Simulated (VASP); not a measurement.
Wanted: the native input for a VASP 6.6.1 run.

```yaml
Task: single point
Functional: r2SCAN
Potentials_or_basis: VASP PAW PBE potentials, release 64 (Si, Sn_d)
Cutoff: 520 eV
k_mesh: 12 × 12 × 6
Occupations: gaussian, width 0.0173 eV
Spin: no spin polarisation
Dipole_correction: no
Further_INCAR_settings: ALGO = Normal; EDIFF = 1e-06; NBANDS = 18
```

Si2Sn:

```
Si Sn
1.0
     1.87285    3.24386    0.00000
    -1.87285    3.24386    0.00000
     0.00000    0.00000    4.30917
Si Sn
2 1
Direct
  0.33330 0.33340 0.50000
  0.66660 0.66670 0.50000
  0.00000 0.00000 0.00000
```

These files were run (other wordings do the same):

POSCAR

```
Si2Sn
1.0
    1.8728480000      3.2438630000      0.0000000000
   -1.8728480000      3.2438630000      0.0000000000
    0.0000000000      0.0000000000      4.3091670000
Si Sn
2 1
Direct
    0.3333000000      0.3334000000      0.5000000000
    0.6666000000      0.6667000000      0.5000000000
    0.0000000000      0.0000000000      0.0000000000
```

INCAR.step1

```
SYSTEM = Si2Sn
PREC = Accurate
ENCUT = 520
ISMEAR = 0
SIGMA = 0.0173
LREAL = .False.
LASPH = .True.
NELM = 100
NBANDS = 18
GGA = PE
ALGO = Normal
EDIFF = 1E-4
LWAVE = .True.
LCHARG = .False.
```

INCAR.step2

```
SYSTEM = Si2Sn
PREC = Accurate
ENCUT = 520
EDIFF = 1E-6
ISMEAR = 0
SIGMA = 0.0173
LREAL = .False.
LASPH = .True.
NELM = 100
ALGO = Normal
ISIF = 2
LWAVE = .False.
LCHARG = .False.
METAGGA = R2SCAN
LMIXTAU = .True.
NBANDS = 18
ISTART = 1
```

KPOINTS

```
Automatic mesh
0
Gamma
  12 12 6
  0 0 0
```

Potentials or basis: VASP PAW PBE potentials, release 64 (Si, Sn_d).

Run with:

```sh
$ cat potpaw_PBE.64/Si/POTCAR potpaw_PBE.64/Sn_d/POTCAR > POTCAR
$ cp INCAR.step1 INCAR
$ mpirun -np 1 vasp_std > vasp.out
$ cp INCAR.step2 INCAR
$ mpirun -np 1 vasp_std > vasp.out
```

Results of the run:

```
Pressure               : 22.1 GPa
Largest force          : 0.004 eV/Å
Band gap on the k mesh : zero (bands 11 and 12 overlap by 2.43 eV)
```

Caveat: the cell stands under pressure; the PAW data sets were made with another functional, which shifts forces and pressure a little; spin-orbit coupling is left out, which moves the levels of the heavy elements.

It took 6.3 min on 1 thread of Intel(R) Xeon(R) Platinum 8259CL CPU @ 2.50GHz (Skylake/Cascade Lake), with other jobs on the host, peak memory 0.28 GiB.
